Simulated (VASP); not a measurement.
Input of a VASP 6.6.1 run:

INCAR

```
SYSTEM = LaAl2Pt3
PREC = Accurate
ENCUT = 520
EDIFF = 1E-6
ISMEAR = 0
SIGMA = 0.05
LREAL = Auto
LASPH = .TRUE.
NELM = 100
ALGO = Fast
ISIF = 2
LWAVE = .FALSE.
LCHARG = .FALSE.
GGA = PS
NBANDS = 86
```

KPOINTS

```
regular mesh
0
G
  3 3 3
  0 0 0
```

Contents of POSCAR:

```
LaAl2Pt3
1.0
   -2.7909528837     -4.8340721961      3.9685143096
    5.5819057674      0.0000000000      3.9685143096
   -2.7909528837      4.8340721961      3.9685143096
Al La Pt
6 3 9
Direct
    1.0000000000      0.3333333333      0.6666666667
    0.3333333333      0.6666666667      0.0000000000
    0.6666666667      1.0000000000      0.3333333333
    0.6666666667      0.3333333333      1.0000000000
    1.0000000000      0.6666666667      0.3333333333
    0.3333333333      0.0000000000      0.6666666667
    0.6666666667      0.6666666667      0.6666666667
    1.0000000000      0.0000000000      0.0000000000
    0.3333333333      0.3333333333      0.3333333333
    1.0000000000      0.5000000000      1.0000000000
    0.3333333333      0.8333333333      0.3333333333
    0.6666666667      0.1666666667      0.6666666667
    0.6666666667      0.6666666667      0.1666666667
    1.0000000000      0.0000000000      0.5000000000
    0.3333333333      0.3333333333      0.8333333333
    0.8333333333      0.3333333333      0.3333333333
    0.1666666667      0.6666666667      0.6666666667
    0.5000000000      0.0000000000      1.0000000000
```

Potentials or basis: VASP PAW PBE potentials, release 64 (Al, La, Pt).

Command:

```sh
$ cat potpaw_PBE.64/Al/POTCAR potpaw_PBE.64/La/POTCAR potpaw_PBE.64/Pt/POTCAR > POTCAR
$ mpirun -np 1 vasp_std > vasp.out
```

**Question.** Predict the pressure.

**Answer.** -0.2 GPa.

Stress tensor (GPa, compression positive):
```
-0.41  0.00  0.00
 0.00 -0.41  0.00
 0.00  0.00  0.20
```

Caveat: the PAW data sets were made with another functional, which shifts forces and pressure a little.
